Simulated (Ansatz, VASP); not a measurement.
**Two plane-wave programs on SiNi**

Contents of INCAR:

```
ALGO     = Normal         # electronic algorithm
EDIFF    = 1E-6           # SCF threshold, eV
EDIFFG   = -0.01          # ionic threshold
ENCUT    = 600            # plane-wave cutoff, eV
GGA      = PE             # functional
IBRION   = 2              # ionic algorithm
ISIF     = 3              # what is computed and relaxed
ISMEAR   = 0              # smearing method
LASPH    = True           # aspherical terms in the spheres
LCHARG   = False          # write CHGCAR
LREAL    = False          # projectors in reciprocal space
LWAVE    = False          # write WAVECAR
NELM     = 100            # most SCF steps
NSW      = 100            # ionic steps
PREC     = Accurate       # precision mode
SIGMA    = 0.1            # smearing width, eV
```

KPOINTS

```
k-points
0
Gamma
  20 20 16
```

File POSCAR:

```
SiNi
1.0
    2.6282235150      0.0000000000      0.0000000000
    0.0000000000      2.6282235150      0.0000000000
    0.0000000000      0.0000000000      3.2790542916
Si Ni
1 1
Direct
    0.0000000000      0.0000000000      0.0000000000
    0.5000000000      0.5000000000      0.5000000000
```

Input for Ansatz:

```yaml
crystal:
  lattice:
    - [2.628223515, 0.0, 0.0]
    - [0.0, 2.628223515, 0.0]
    - [0.0, 0.0, 3.2790542916]
  atoms:
    - { symbol: Si, position: [0.0, 0.0, 0.0] }
    - { symbol: Ni, position: [0.5, 0.5, 0.5] }
basis:
  ecutwfc: 420
kpoints:
  mp_grid: { grid: [20, 20, 16] }
hamiltonian:
  xc: pbe
scf:
  occupations: { method: gaussian, width: 0.1 }
output:
  forces: true
  stress: true
  eigenvalues: true
  write_density: true
  write_potential: true
  elf: true
  volumetric_format: npy
relax:
  adjacent_minimum: "off"
  f_tol: 0.01
  max_steps: 80
  cell: { stress_tol: 0.05 }
```

Alike in both runs: task relaxation of cell and atoms; functional PBE; k mesh 20 × 20 × 16; occupations gaussian, width 0.1 eV; no spin polarisation.

```csv
,VASP,Ansatz
version,VASP 6.6.1,Ansatz 0.2.0
potentials or method,"VASP PAW PBE potentials, release 64 (Si, Ni), cutoff 600 eV","scalar-relativistic, plane waves, PAW"
valence electrons in the cell,14,22
```

Ansatz gave:

- gap on the k mesh at the Fermi level, each at its own relaxed structure (eV): none
- relaxed volume (Å³/atom): 11.39
- relaxed cell length with the largest relative difference (Å): 3.259

Problem. Estimate VASP's values.

Solution. gap on the k mesh at the Fermi level, each at its own relaxed structure (eV): none; relaxed volume (Å³/atom): 11.38; relaxed cell length with the largest relative difference (Å): 3.272.

A gap of «none» marks a metal or a gap that the smearing closes. VASP's potentials hold 14 valence electrons a cell and Ansatz's 22, so a difference there can come from the potentials and not from the codes.
